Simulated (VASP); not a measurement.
# GaSb (I-4m2) in VASP: single point with LDA

Aim: the single point of GaSb with LDA.

Everything below comes from runs of VASP 6.6.1. Logs are shortened: lines on timing, memory, paths and dates and some standing lists are left out, and cuts for length are marked.

**1. The cell of the first run**

It takes space group I-4m2 (No. 119, tetragonal). Conventional cell: a = 5.507 Å, b = 5.507 Å, c = 3.181 Å, α = 90.00°, β = 90.00°, γ = 90.00°. Ga (site symmetry -4m2) has 8 Sb at 2.87 to 3.64 Å and 2 Ga at 3.18 Å within 3.8 Å. Sb (site symmetry -4m2) has 8 Ga at 2.87 to 3.64 Å and 2 Sb at 3.18 Å within 3.8 Å.

**2. Single point, LDA**

INCAR reads:

```
SYSTEM = GaSb
PREC = Accurate
ENCUT = 500
EDIFF = 1E-6
ISMEAR = 0
SIGMA = 0.1
LREAL = .FALSE.
LASPH = .TRUE.
NELM = 120
ALGO = Normal
ISIF = 2
LWAVE = .FALSE.
LCHARG = .FALSE.
NBANDS = 16
GGA_COMPAT = .FALSE.
```

KPOINTS reads:

```
Automatic mesh
0
G
  6 6 6
  0 0 0
```

POSCAR reads:

```
GaSb
1.0
   -2.7534340000      2.7534340000      1.5907070000
    2.7534340000     -2.7534340000      1.5907070000
    2.7534340000      2.7534340000     -1.5907070000
Ga Sb
1 1
Direct
    0.2500000000      0.7500000000      0.5000000000
    0.0000000000      0.0000000000      0.0000000000
```

Potentials or basis: VASP PAW LDA potentials, release 64 (Ga_d, Sb).

Run with:

```bash
cat potpaw_LDA.64/Ga_d/POTCAR potpaw_LDA.64/Sb/POTCAR > POTCAR
mpirun -np 1 vasp_std > vasp.out
```

OUTCAR:

```text
SYSTEM = GaSb
   PREC = Accurate
   ENCUT = 500
   EDIFF = 1E-6
   ISMEAR = 0
   LREAL = .FALSE.
   LASPH = .TRUE.
   NELM = 120
   ISIF = 2

 ion  position               nearest neighbor table
   1  0.250  0.750  0.500-   2 2.87   2 2.87   2 2.87   2 2.87
   2  0.000  0.000  0.000-   1 2.87   1 2.87   1 2.87   1 2.87

  LATTYP: Found a body centered tetragonal cell.
 ALAT       =     5.5068680000
 C/A-ratio  =     0.5777174975

  Lattice vectors:

 A1 = (  -2.7534340000,   2.7534340000,   1.5907070000)
 A2 = (   2.7534340000,  -2.7534340000,   1.5907070000)
 A3 = (   2.7534340000,   2.7534340000,  -1.5907070000)

Analysis of symmetry for initial positions (statically):
=====================================================================
 Subroutine PRICEL returns:
 Original cell was already a primitive cell.

 Routine SETGRP: Setting up the symmetry group for a
 body centered tetragonal supercell.

 Subroutine GETGRP returns: Found  8 space group operations
 (whereof  8 operations were pure point group operations)
 out of a pool of 16 trial point group operations.

The static configuration has the point symmetry D_2d.

Analysis of symmetry for dynamics (positions and initial velocities):
=====================================================================
 Subroutine PRICEL returns:
 Original cell was already a primitive cell.

 Routine SETGRP: Setting up the symmetry group for a
 body centered tetragonal supercell.

 Subroutine GETGRP returns: Found  8 space group operations
 (whereof  8 operations were pure point group operations)
 out of a pool of 16 trial point group operations.

The dynamic configuration has the point symmetry D_2d.

 Subroutine INISYM returns: Found  8 space group operations
 (whereof  8 operations are pure point group operations),
 and found     1 'primitive' translations

----------------------------------------------------------------------------------------

                                     Primitive cell

  volume of cell :      48.2391

  direct lattice vectors                    reciprocal lattice vectors
    -2.753434000  2.753434000  1.590707000     0.000000000  0.181591424  0.314325643
     2.753434000 -2.753434000  1.590707000     0.181591424  0.000000000  0.314325643
     2.753434000  2.753434000 -1.590707000     0.181591424  0.181591424  0.000000000

  length of vectors
     4.206322187  4.206322187  4.206322187     0.363009717  0.363009717  0.256809054

  position of ions in fractional coordinates (direct lattice)
     0.250000000  0.750000000  0.500000000
     0.000000000  0.000000000  0.000000000

  ion indices of the primitive-cell ions
   primitive index   ion index
                 1           1
                 2           2

----------------------------------------------------------------------------------------

 KPOINTS: Automatic mesh

Automatic generation of k-mesh.
 Grid dimensions read from file:
 generate k-points for:    6    6    6

 Generating k-lattice:

  Cartesian coordinates                     Fractional coordinates (reciprocal lattice)
     0.000000000  0.030265237  0.052387607     0.166666667  0.000000000  0.000000000
     0.030265237  0.000000000  0.052387607     0.000000000  0.166666667  0.000000000
     0.030265237  0.030265237  0.000000000     0.000000000  0.000000000  0.166666667

  Length of vectors
     0.060501620  0.060501620  0.042801509

  Shift w.r.t. Gamma in fractional coordinates (k-lattice)
     0.000000000  0.000000000  0.000000000

 Subroutine IBZKPT returns following result:
 ===========================================

 Found     30 irreducible k-points:

 Following reciprocal coordinates:
            Coordinates               Weight
  0.000000  0.000000  0.000000      1.000000
  0.166667 -0.000000  0.000000      8.000000
  0.333333  0.000000  0.000000      8.000000
  0.500000  0.000000 -0.000000      4.000000
  0.166667  0.166667  0.000000      8.000000
  0.333333  0.166667  0.000000     16.000000
[... 16 lines left out ...]
 -0.333333 -0.333333  0.166667      8.000000
 -0.166667 -0.333333  0.166667      8.000000
 [... further k-points ...]
   k-points           NKPTS =     30   k-points in BZ     NKDIM =     30   number of bands    NBANDS=     16
   number of dos      NEDOS =    301   number of ions     NIONS =      2
   total plane-waves  NPLWV =  32768
   dimension x,y,z NGX =    32 NGY =   32 NGZ =   32
   dimension x,y,z NGXF=    64 NGYF=   64 NGZF=   64
   ions per type =               1   1
   NGX,Y,Z   is equivalent  to a cutoff of  12.65, 12.65, 12.65 a.u.
   NGXF,Y,Z  is equivalent  to a cutoff of  25.29, 25.29, 25.29 a.u.
 SYSTEM =  GaSb
   PREC   = accura    normal or accurate (medium, high low for compatibility)
   ISTART =      0    job   : 0-new  1-cont  2-samecut
   ICHARG =      2    charge: 1-file 2-atom 10-const
   ISPIN  =      1    spin polarized calculation?
   LNONCOLLINEAR =      F non collinear calculations
   LSORBIT =      F    spin-orbit coupling
   LASPH  =      T    aspherical Exc in radial PAW
   ENCUT  =  500.0 eV  36.75 Ry    6.06 a.u.   7.67  7.67  7.67*2*pi/ulx,y,z
   NELM   =    120;   NELMIN=  2; NELMDL= -5     # of ELM steps
   EDIFF  = 0.1E-05   stopping-criterion for ELM
   LREAL  =      F    real-space projection
   EDIFFG = 0.1E-04   stopping-criterion for IOM
   NSW    =      0    number of steps for IOM
   IBRION =     -1    ionic relax: 0-MD 1-quasi-New 2-CG
   NFREE  =      0    steps in history (QN), initial steepest desc. (CG)
   ISIF   =      2    stress and relaxation
   ISYM   =      2    0-nonsym 1-usesym 2-fastsym
   POTIM  = 0.5000    time-step for ionic-motion
   TEBEG  =    0.0;   TEEND  =   0.0 temperature during run
   PSTRESS=    0.0 pullay stress
   NELECT =      18.0000    total number of electrons
   NUPDOWN=      -1.0000    fix difference up-down
   EMIN   =  10.00;   EMAX   =-10.00  energy-range for DOS
   EFERMI =   0.00;   METHOD = LEGACY
   ISMEAR =     0;   SIGMA  =   0.10  broadening in eV -4-tet -1-fermi 0-gaus
   EFERMI_NEDOS =   21; number of points for ismear=-14 and -15
   IALGO  =     38    algorithm
   IMIX   =      4    mixing-type and parameters
     AMIX     =   0.40;   BMIX     =  1.00
     AMIX_MAG =   1.60;   BMIX_MAG =  1.00
  volume/ion in A,a.u.               =      24.12       162.77
  Fermi-wavevector in a.u.,A,eV,Ry     =   1.178598  2.227228 18.899772  1.389094
  Thomas-Fermi vector in A             =   2.314924
   LORBIT       =      0    0 simple, 1 ext, 2 COOP (PROOUT), +10 PAW based schemes
   GGA     = CA    functional components
   LHFCALC =     F    Hartree Fock is set to
   AEXX    =    0.0000 exact exchange contribution
   IVDW    =     0    specifies the selected vdW correction
   LEPSILON=     F    determine dielectric tensor
   LRPA    =     F    only Hartree local field effects (RPA)
 non-spin polarized calculation
 Gauss-broadening in eV      SIGMA  =   0.10
  energy-cutoff  :      500.00
  volume of cell :       48.24
 maximum number of plane-waves:      1253
 NGX is ok and might be reduce to    32
   NGX = 15   NGY = 15   NGZ = 15

 number of electron      17.9999994 magnetization

 Free energy of the ion-electron system (eV)
  ---------------------------------------------------
  ext. energy  EPLUGINS =         0.00000000
  ---------------------------------------------------
  free energy    TOTEN  =        -8.30746275 eV

  energy without entropy =       -8.30219669  energy(sigma->0) =       -8.30482972

 E-fermi :   6.5255     XC(G=0): -10.4557

 val. band max:        6.4759104947   @ k =   0.3333   0.1667   0.0000
 cond. band min:       6.7825805989   @ k =   0.3333   0.0000   0.0000
 fundamental gap:      0.3066701042
 Fermi energy:         6.5255258944

 k-point     1 :       0.0000    0.0000    0.0000
  band No.  band energies     occupation
      1      -8.6352      2.00000
      2      -8.5474      2.00000
      3      -8.5396      2.00000
      4      -8.5224      2.00000
      5      -8.5224      2.00000
      6      -5.5767      2.00000
[... 8 lines left out ...]
     15      16.0371      0.00000
     16      16.9446      0.00000

 k-point     2 :       0.1667   -0.0000    0.0000
  band No.  band energies     occupation
      1      -8.6026      2.00000
      2      -8.5510      2.00000
      3      -8.5385      2.00000
      4      -8.5356      2.00000
      5      -8.5319      2.00000
      6      -5.0513      2.00000
[... 8 lines left out ...]
     15      14.8138      0.00000
     16      15.8391      0.00000

 k-point     3 :       0.3333    0.0000    0.0000
  band No.  band energies     occupation
      1      -8.5732      2.00000
      2      -8.5654      2.00000
      3      -8.5532      2.00000
      4      -8.5320      2.00000
      5      -8.5216      2.00000
      6      -3.5382      2.00000
[... 8 lines left out ...]
     15      13.6899      0.00000
     16      16.9595      0.00000

 k-point     4 :       0.5000    0.0000   -0.0000
  band No.  band energies     occupation
      1      -8.5869      2.00000
      2      -8.5794      2.00000
      3      -8.5564      2.00000
      4      -8.5157      2.00000
      5      -8.4998      2.00000
      6      -1.9774      2.00000
[... 8 lines left out ...]
     15      16.6730      0.00000
     16      17.2236      0.00000
[... 324 lines left out ...]
 k-point    22 :      -0.1667    0.5000    0.1667
  band No.  band energies     occupation
      1      -8.5827      2.00000
      2      -8.5641      2.00000
      3      -8.5600      2.00000
      4      -8.5299      2.00000
      5      -8.5142      2.00000
      6      -2.4343      2.00000
[... 8 lines left out ...]
     15      17.4526      0.00000
     16      17.6562      0.00000

 k-point    23 :      -0.3333   -0.3333    0.1667
  band No.  band energies     occupation
      1      -8.5851      2.00000
      2      -8.5644      2.00000
      3      -8.5603      2.00000
      4      -8.5309      2.00000
      5      -8.5130      2.00000
      6      -2.0915      2.00000
[... 8 lines left out ...]
     15      17.1307      0.00000
     16      17.6115      0.00000

 k-point    24 :      -0.1667   -0.3333    0.1667
  band No.  band energies     occupation
      1      -8.5805      2.00000
      2      -8.5777      2.00000
      3      -8.5636      2.00000
      4      -8.5169      2.00000
      5      -8.5031      2.00000
      6      -2.2519      2.00000
[... 8 lines left out ...]
     15      16.2334      0.00000
     16      18.1796      0.00000

 [... further k-points ...]

------------------------ aborting loop because EDIFF is reached ----------------------------------------

  FORCE on cell =-STRESS in cart. coord.  units (eV):
  Direction    XX          YY          ZZ          XY          YZ          ZX
  --------------------------------------------------------------------------------------
  -------------------------------------------------------------------------------------
  Total       -0.9482689     -0.9482689     -1.7193607      0.0000000      0.0000000      0.0000000
  in kB      -31.4950695    -31.4950695    -57.1055160      0.0000000      0.0000000      0.0000000
  external PRESSURE =     -40.0318850 kB  Pullay stress =       0.0000000 kB

 VOLUME and BASIS-vectors are now :
 -----------------------------------------------------------------------------
  energy-cutoff  :      500.00
  volume of cell :       48.24
      direct lattice vectors                 reciprocal lattice vectors
    -2.753434000  2.753434000  1.590707000     0.000000000  0.181591424  0.314325643
     2.753434000 -2.753434000  1.590707000     0.181591424  0.000000000  0.314325643
     2.753434000  2.753434000 -1.590707000     0.181591424  0.181591424  0.000000000

 POSITION                                       TOTAL-FORCE (eV/Angst)
 -----------------------------------------------------------------------------------
      2.75343      0.00000      0.79535        -0.000000     -0.000000     -0.000000
      0.00000      0.00000      0.00000         0.000000      0.000000      0.000000
 -----------------------------------------------------------------------------------
    total drift:                               -0.000000      0.000000     -0.000000

  FREE ENERGIE OF THE ION-ELECTRON SYSTEM (eV)
  ---------------------------------------------------
  free  energy   TOTEN  =        -8.3074627492 eV

  energy  without entropy=       -8.3021966894  energy(sigma->0) =       -8.30482972
```

It took 15 s on 1 thread of Intel Xeon Platinum 8488C (Sapphire Rapids), shared host; peak memory 0.16 GiB.

What came out:

| Quantity | Value |
| --- | --- |
| Free energy | -8.3075 eV |
| Pressure | -4.0 GPa |
| Band gap on the k mesh | zero (bands 9 and 10 overlap by 4.78 eV) |

Stress tensor (GPa, compression positive):
```
-3.15  0.00  0.00
 0.00 -3.15  0.00
 0.00  0.00 -5.71
```

Caveat: the k points lie up to 0.38 Å⁻¹ apart, too coarse for converged energies and pressures of a metal; spin-orbit coupling is left out, which moves the levels of the heavy elements.
